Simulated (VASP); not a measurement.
# SiO2 (Fd-3m) in VASP: a series of runs

The runs below take SiO2 through single point, relaxation of cell and atoms, with r2SCAN, PBE.

Everything below comes from runs of VASP 6.6.1. Logs are shortened: lines on timing, memory, paths and dates and some standing lists are left out, and cuts for length are marked.

## (1) The cell of the first run

Symmetry: Fd-3m, No. 227, cubic system. Conventional cell: a = 7.461 Å, b = 7.461 Å, c = 7.461 Å, α = 90.00°, β = 90.00°, γ = 90.00°. Si (site symmetry -43m) has 4 O at 1.62 Å within 2.1 Å. Within 2.1 Å of O (site symmetry -3m) lie 2 Si at 1.62 Å.

## (2) Single point, r2SCAN

The input, POSCAR:

```
SiO2
1.0
    0.0000000000      3.7303723276      3.7303723276
    3.7303723276      0.0000000000      3.7303723276
    3.7303723276      3.7303723276      0.0000000000
Si O
2 4
Direct
    0.5000000000      0.5000000000      0.5000000000
    0.7500000000      0.7500000000      0.7500000000
    0.6250000000      0.6250000000      0.6250000000
    0.1250000000      0.6250000000      0.6250000000
    0.6250000000      0.6250000000      0.1250000000
    0.6250000000      0.1250000000      0.6250000000
```

The input, INCAR.step1:

```
SYSTEM = SiO2
PREC     = Accurate       ! precision mode
ENCUT    = 520            ! plane-wave cutoff, eV
ISMEAR   = 0              ! smearing method
SIGMA    = 0.02           ! smearing width, eV
LREAL    = .False.        ! projectors in reciprocal space
LASPH    = .True.         ! aspherical terms in the spheres
NELM     = 80             ! most SCF steps
NBANDS   = 25             ! bands
GGA      = PE             ! functional
ALGO     = Normal         ! electronic algorithm
EDIFF    = 1E-4           ! SCF threshold, eV
LWAVE    = .True.         ! write WAVECAR
LCHARG   = .False.        ! write CHGCAR
```

The input, INCAR.step2:

```
SYSTEM = SiO2
PREC     = Accurate       ! precision mode
ENCUT    = 520            ! plane-wave cutoff, eV
EDIFF    = 1E-6           ! SCF threshold, eV
ISMEAR   = 0              ! smearing method
SIGMA    = 0.02           ! smearing width, eV
LREAL    = .False.        ! projectors in reciprocal space
LASPH    = .True.         ! aspherical terms in the spheres
NELM     = 80             ! most SCF steps
ALGO     = Normal         ! electronic algorithm
ISIF     = 2              ! what is computed and relaxed
LWAVE    = .False.        ! write WAVECAR
LCHARG   = .False.        ! write CHGCAR
METAGGA  = R2SCAN         ! meta-GGA
LMIXTAU  = .True.       
NBANDS   = 25             ! bands
ISTART   = 1
```

The input, KPOINTS:

```
Automatic mesh
0
Gamma
  6 6 6
  0 0 0
```

Potentials or basis: VASP PAW PBE potentials, release 64 (Si, O).

On the command line:

```console
$ cat potpaw_PBE.64/Si/POTCAR potpaw_PBE.64/O/POTCAR > POTCAR
$ cp INCAR.step1 INCAR
$ mpirun -np 1 vasp_std > vasp.out
$ cp INCAR.step2 INCAR
$ mpirun -np 1 vasp_std > vasp.out
```

OUTCAR:

```text
SYSTEM = SiO2
   PREC = Accurate
   ENCUT = 520
   EDIFF = 1E-6
   ISMEAR = 0
   LREAL = .False.
   LASPH = .True.
   NELM = 80
   ISIF = 2
   METAGGA = R2SCAN
   ISTART = 1

 ion  position               nearest neighbor table
   1  0.500  0.500  0.500-   3 1.62   4 1.62   5 1.62   6 1.62
   2  0.750  0.750  0.750-   3 1.62   4 1.62   5 1.62   6 1.62
   3  0.625  0.625  0.625-   1 1.62   2 1.62
   4  0.125  0.625  0.625-   1 1.62   2 1.62
   5  0.625  0.625  0.125-   1 1.62   2 1.62
   6  0.625  0.125  0.625-   1 1.62   2 1.62

  LATTYP: Found a face centered cubic cell.
 ALAT       =     7.4607446552

  Lattice vectors:

 A1 = (   0.0000000000,   3.7303723276,   3.7303723276)
 A2 = (   3.7303723276,   0.0000000000,   3.7303723276)
 A3 = (   3.7303723276,   3.7303723276,   0.0000000000)

Analysis of symmetry for initial positions (statically):
=====================================================================
 Subroutine PRICEL returns:
 Original cell was already a primitive cell.

 Routine SETGRP: Setting up the symmetry group for a
 face centered cubic supercell.

 Subroutine GETGRP returns: Found 48 space group operations
 (whereof 24 operations were pure point group operations)
 out of a pool of 48 trial point group operations.

The static configuration has the point symmetry T_d .
 The point group associated with its full space group is O_h .

Analysis of symmetry for dynamics (positions and initial velocities):
=====================================================================
 Subroutine PRICEL returns:
 Original cell was already a primitive cell.

 Routine SETGRP: Setting up the symmetry group for a
 face centered cubic supercell.

 Subroutine GETGRP returns: Found 48 space group operations
 (whereof 24 operations were pure point group operations)
 out of a pool of 48 trial point group operations.

The dynamic configuration has the point symmetry T_d .
 The point group associated with its full space group is O_h .

 Subroutine INISYM returns: Found 48 space group operations
 (whereof 24 operations are pure point group operations),
 and found     1 'primitive' translations

----------------------------------------------------------------------------------------

                                     Primitive cell

  volume of cell :     103.8213

[... 86 lines left out ...]
   NELM   =     80;   NELMIN=  2; NELMDL=  0     # of ELM steps
   EDIFF  = 0.1E-05   stopping-criterion for ELM
   LREAL  =      F    real-space projection
   EDIFFG = 0.1E-04   stopping-criterion for IOM
   NSW    =      0    number of steps for IOM
   IBRION =     -1    ionic relax: 0-MD 1-quasi-New 2-CG
   NFREE  =      0    steps in history (QN), initial steepest desc. (CG)
   ISIF   =      2    stress and relaxation
   ISYM   =      2    0-nonsym 1-usesym 2-fastsym
   POTIM  = 0.5000    time-step for ionic-motion
   TEBEG  =    0.0;   TEEND  =   0.0 temperature during run
   PSTRESS=    0.0 pullay stress
   NELECT =      32.0000    total number of electrons
   NUPDOWN=      -1.0000    fix difference up-down
   EMIN   =  10.00;   EMAX   =-10.00  energy-range for DOS
   EFERMI =   0.00;   METHOD = LEGACY
   ISMEAR =     0;   SIGMA  =   0.02  broadening in eV -4-tet -1-fermi 0-gaus
   EFERMI_NEDOS =   21; number of points for ismear=-14 and -15
   IALGO  =     38    algorithm
   IMIX   =      4    mixing-type and parameters
     AMIX     =   0.40;   BMIX     =  1.00
     AMIX_MAG =   1.60;   BMIX_MAG =  1.00
  volume/ion in A,a.u.               =      17.30       116.77
  Fermi-wavevector in a.u.,A,eV,Ry     =   1.105849  2.089752 16.638603  1.222903
  Thomas-Fermi vector in A             =   2.242342
   LORBIT       =      0    0 simple, 1 ext, 2 COOP (PROOUT), +10 PAW based schemes
   METAGGA = R2SCAN    functional components
   LHFCALC =     F    Hartree Fock is set to
   AEXX    =    0.0000 exact exchange contribution
   IVDW    =     0    specifies the selected vdW correction
   LEPSILON=     F    determine dielectric tensor
   LRPA    =     F    only Hartree local field effects (RPA)
 non-spin polarized calculation
 Gauss-broadening in eV      SIGMA  =   0.02
  energy-cutoff  :      520.00
  volume of cell :      103.82
 maximum number of plane-waves:      2812
   NGX = 19   NGY = 19   NGZ = 19

 number of electron      32.0000007 magnetization

 Free energy of the ion-electron system (eV)
  ---------------------------------------------------
  ext. energy  EPLUGINS =         0.00000000
  ---------------------------------------------------
  free energy    TOTEN  =       -59.47738350 eV

  energy without entropy =      -59.47738350  energy(sigma->0) =      -59.47738350

 E-fermi :  -1.2832     XC(G=0):  -7.7389

 val. band max:       -1.4102089417   @ k =   0.5000   0.0000   0.0000
 cond. band min:       4.5684157407   @ k =   0.0000   0.0000   0.0000
 fundamental gap:      5.9786246824
 Fermi energy:        -1.2832044299

 k-point     1 :       0.0000    0.0000    0.0000
  band No.  band energies     occupation
      1     -21.7351      2.00000
      2     -19.7905      2.00000
      3     -19.7905      2.00000
      4     -19.7905      2.00000
      5     -11.5530      2.00000
      6      -7.4229      2.00000
[... 437 lines left out ...]
     24      11.5449      0.00000
     25      12.1444      0.00000

------------------------ aborting loop because EDIFF is reached ----------------------------------------

  FORCE on cell =-STRESS in cart. coord.  units (eV):
  Direction    XX          YY          ZZ          XY          YZ          ZX
  --------------------------------------------------------------------------------------
  -------------------------------------------------------------------------------------
  Total       -2.2818680     -2.2818680     -2.2818680      0.0000000     -0.0000000      0.0000000
  in kB      -35.2139357    -35.2139357    -35.2139357      0.0000000     -0.0000000      0.0000000
  external PRESSURE =     -35.2139357 kB  Pullay stress =       0.0000000 kB

 VOLUME and BASIS-vectors are now :
 -----------------------------------------------------------------------------
  energy-cutoff  :      520.00
  volume of cell :      103.82
      direct lattice vectors                 reciprocal lattice vectors
     0.000000000  3.730372328  3.730372328    -0.134034878  0.134034878  0.134034878
     3.730372328  0.000000000  3.730372328     0.134034878 -0.134034878  0.134034878
     3.730372328  3.730372328  0.000000000     0.134034878  0.134034878 -0.134034878

 POSITION                                       TOTAL-FORCE (eV/Angst)
 -----------------------------------------------------------------------------------
      3.73037      3.73037      3.73037         0.000000      0.000000     -0.000000
      5.59556      5.59556      5.59556        -0.000000     -0.000000      0.000000
      4.66297      4.66297      4.66297        -0.000000      0.000000      0.000000
      4.66297      2.79778      2.79778        -0.000000      0.000000      0.000000
      2.79778      2.79778      4.66297        -0.000000      0.000000      0.000000
      2.79778      4.66297      2.79778        -0.000000      0.000000     -0.000000
 -----------------------------------------------------------------------------------
    total drift:                                0.000000      0.000000      0.000000

  FREE ENERGIE OF THE ION-ELECTRON SYSTEM (eV)
  ---------------------------------------------------
  free  energy   TOTEN  =       -59.4773835045 eV

  energy  without entropy=      -59.4773835045  energy(sigma->0) =      -59.47738350
```

OSZICAR.step1:

```text
N       E                     dE             d eps       ncg     rms          rms(c)
DAV:   1     0.194125514290E+03    0.19413E+03   -0.15711E+04   800   0.113E+03
DAV:   2    -0.386762859431E+02   -0.23280E+03   -0.21959E+03  1095   0.269E+02
DAV:   3    -0.540769841397E+02   -0.15401E+02   -0.15314E+02  1039   0.731E+01
DAV:   4    -0.542450186050E+02   -0.16803E+00   -0.16793E+00   968   0.877E+00
DAV:   5    -0.542472576937E+02   -0.22391E-02   -0.22384E-02  1061   0.100E+00    0.209E+01
DAV:   6    -0.474384044344E+02    0.68089E+01   -0.21500E+01   983   0.290E+01    0.101E+01
DAV:   7    -0.474394869970E+02   -0.10826E-02   -0.97653E-01  1031   0.483E+00    0.352E+00
DAV:   8    -0.474184542358E+02    0.21033E-01   -0.46834E-02  1028   0.168E+00    0.140E+00
DAV:   9    -0.474173618660E+02    0.10924E-02   -0.28653E-02  1054   0.114E+00    0.313E-01
DAV:  10    -0.474194591624E+02   -0.20973E-02   -0.15670E-03   823   0.232E-01    0.787E-02
DAV:  11    -0.474193416700E+02    0.11749E-03   -0.54542E-04   895   0.164E-01    0.387E-02
DAV:  12    -0.474193371071E+02    0.45629E-05   -0.27841E-05   741   0.434E-02
   1 F= -.47419337E+02 E0= -.47419337E+02  d E =-.117072E-30
```

Wall time 90 s (1 thread of Intel Xeon 6975P-C (Granite Rapids), shared host); peak memory 0.25 GiB.

Results:

```
Free energy            : -59.4774 eV
Pressure               : -3.5 GPa
Band gap on the k mesh : 5.98 eV (least direct gap 5.98 eV)
```

Caveat: the cell stands under tension; the PAW data sets were made with another functional, which shifts forces and pressure a little. A k mesh can miss the band edges.

## (3) Relaxation of cell and atoms, PBE

This run uses another cell than the first one, of 15.04 Å³/atom.

The input, INCAR:

```
SYSTEM = SiO2
ALGO     = Normal         ! electronic algorithm
EDIFF    = 1E-7           ! SCF threshold, eV
EDIFFG   = -0.05          ! ionic threshold
ENCUT    = 600            ! plane-wave cutoff, eV
GGA      = PE             ! functional
IBRION   = 2              ! ionic algorithm
ISIF     = 3              ! what is computed and relaxed
ISMEAR   = 0              ! smearing method
LASPH    = .True.         ! aspherical terms in the spheres
LCHARG   = .False.        ! write CHGCAR
LREAL    = .False.        ! projectors in reciprocal space
LWAVE    = .False.        ! write WAVECAR
NELM     = 100            ! most SCF steps
NSW      = 100            ! ionic steps
PREC     = Accurate       ! precision mode
SIGMA    = 0.1            ! smearing width, eV
```

The input, KPOINTS:

```
k-points
0
Gamma
  6 6 6
  0 0 0
```

POSCAR: that of step 2 with these lines changed.

```diff
@@ -2,5 +2,5 @@
 1.0
-    0.0000000000      3.7303723276      3.7303723276
-    3.7303723276      0.0000000000      3.7303723276
-    3.7303723276      3.7303723276      0.0000000000
+    0.0000000000      3.5600000000      3.5600000000
+    3.5600000000      0.0000000000      3.5600000000
+    3.5600000000      3.5600000000      0.0000000000
 Si O
```

Potentials or basis: VASP PAW PBE potentials, release 64 (Si, O).

On the command line:

```console
$ cat potpaw_PBE.64/Si/POTCAR potpaw_PBE.64/O/POTCAR > POTCAR
$ mpirun -np 1 vasp_std > vasp.out
```

Wall time 59 s (1 thread of Intel Xeon 6975P-C (Granite Rapids), shared host); peak memory 0.24 GiB.

The run converged. Its results:

```yaml
Free_energy: -47.4115 eV
Relaxed_volume: 17.32 Å³/atom
Relaxed_cell: a = 5.277 Å, b = 5.277 Å, c = 5.277 Å, α = 60.00°, β = 60.00°, γ = 60.00°
Space_group_after_relaxing_to_0.1_Å: Fd-3m (No. 227)
Energy_gained_by_relaxing: 167.8 meV/atom
Ionic_steps: 4
Pressure_after_relaxing: -0.1 GPa
Band_gap_on_the_k_mesh: 5.37 eV (least direct gap 5.37 eV)
```

Step by step:
| step | energy change (eV) | largest force (eV/Å) | pressure (GPa) | volume (Å³) |
| --- | --- | --- | --- | --- |
| 1 | 0.0000 | 0.0000 | 26.68 | 90.24 |
| 2 | 0.6730 | 0.0000 | -19.63 | 127.05 |
| 3 | -1.0048 | 0.0000 | -0.97 | 104.52 |
| 4 | -1.0070 | 0.0000 | -0.15 | 103.91 |

Final structure:
```
Si O
1.0
     0.00000    3.73149    3.73149
     3.73149    0.00000    3.73149
     3.73149    3.73149    0.00000
Si O
2 4
Cartesian
  3.7315 3.7315 3.7315
  5.5972 5.5972 5.5972
  4.6644 4.6644 4.6644
  4.6644 2.7986 2.7986
  2.7986 2.7986 4.6644
  2.7986 4.6644 2.7986
```

Levels at points of the mesh, in eV from the valence-band top:
| k point | band 12 | band 13 | band 14 | band 15 | band 16 | band 17 | band 18 | band 19 | band 20 |
| --- | --- | --- | --- | --- | --- | --- | --- | --- | --- |
| (0.00, 0.00, 0.00) | -2.01 | -2.01 | -0.01 | -0.01 | -0.01 | 5.37 | 8.52 | 8.61 | 8.61 |
| (0.50, 0.00, 0.00) | -1.94 | -1.94 | -0.97 | -0.97 | 0.00 | 7.45 | 8.07 | 8.53 | 10.17 |
| (0.50, 0.50, 0.00) | -2.42 | -1.38 | -1.38 | -0.65 | -0.65 | 8.23 | 8.23 | 10.29 | 10.29 |

Caveat: the volume moved by over 15 % at a fixed basis, so the end points are rough. A k mesh can miss the band edges.

## (4) Relaxation of cell and atoms, PBE

The input, INCAR:

```
ALGO = Normal
EDIFF = 1E-7
EDIFFG = -0.005
ENCUT = 600
GGA = PE
IBRION = 2
ISIF = 3
ISMEAR = 0
LASPH = True
LCHARG = False
LREAL = False
LWAVE = False
NELM = 80
NSW = 100
PREC = Accurate
SIGMA = 0.02
```

The input, KPOINTS:

```
k-points
0
Gamma
  6 6 6
```

POSCAR: that of step 3 with these lines changed.

```diff
@@ -2,5 +2,5 @@
 1.0
-    0.0000000000      3.5600000000      3.5600000000
-    3.5600000000      0.0000000000      3.5600000000
-    3.5600000000      3.5600000000      0.0000000000
+    0.0000000000      3.7291996880      3.7291996880
+    3.7291996880      0.0000000000      3.7291996880
+    3.7291996880      3.7291996880      0.0000000000
 Si O
```

On the command line:

```console
$ cat potpaw_PBE.64/Si/POTCAR potpaw_PBE.64/O/POTCAR > POTCAR
$ mpirun -np 1 vasp_std > vasp.out
```

It took 20 s on 1 thread of Intel Xeon 6975P-C (Granite Rapids), shared host; peak memory 0.25 GiB.

It converged, with:

* Free energy: -47.4352 eV
* Pressure after relaxing: 0.0 GPa
* Band gap on the k mesh: 5.38 eV (least direct gap 5.38 eV)

Final structure:
```yaml
crystal:
  lattice:
    - [0.00000, 3.72920, 3.72920]
    - [3.72920, 0.00000, 3.72920]
    - [3.72920, 3.72920, 0.00000]
  atoms:
    - { symbol: Si, position: [0.50000, 0.50000, 0.50000] }
    - { symbol: Si, position: [0.75000, 0.75000, 0.75000] }
    - { symbol: O, position: [0.62500, 0.62500, 0.62500] }
    - { symbol: O, position: [0.12500, 0.62500, 0.62500] }
    - { symbol: O, position: [0.62500, 0.62500, 0.12500] }
    - { symbol: O, position: [0.62500, 0.12500, 0.62500] }
```

Levels at points of the mesh, in eV from the valence-band top:
```
           k point  band 14  band 15  band 16  band 17  band 18  band 19
(0.00, 0.00, 0.00)    -0.01    -0.01    -0.01     5.38     8.55     8.62
(0.50, 0.00, 0.00)    -0.97    -0.97     0.00     7.47     8.07     8.53
(0.50, 0.50, 0.00)    -1.39    -0.65    -0.65     8.24     8.24    10.31
```

Caveat: the relaxation stopped at its first step, so nothing moved. A k mesh can miss the band edges.

## (5) Summary

| task | level | cell | cutoff (eV) | smearing | gap on the mesh (eV) | pressure (GPa) |
| --- | --- | --- | --- | --- | --- | --- |
| single point | r2SCAN | a = 5.276 Å, angles 60.0°, 6 atoms | 520 | gaussian 0.02 eV | 5.98 | -3.5 |
| relaxation of cell and atoms | PBE | relaxed from a = 5.035 Å, angles 60.0°, 6 atoms | 600 | gaussian 0.1 eV | 5.37 | -0.1 |
| relaxation of cell and atoms | PBE | relaxed from a = 5.274 Å, angles 60.0°, 6 atoms | 600 | gaussian 0.02 eV | 5.38 | 0.0 |

Alike in all rows: potentials or basis VASP PAW PBE potentials, release 64 (Si, O); no spin polarisation; k mesh 6 × 6 × 6.

Caveats: the cell stands under tension (at least some runs); the PAW data sets were made with another functional, which shifts forces and pressure a little (at least some runs); the volume moved by over 15 % at a fixed basis, so the end points are rough (at least some runs); the relaxation stopped at its first step, so nothing moved (at least some runs).

Absolute energies hang on the potentials; compare differences alone.
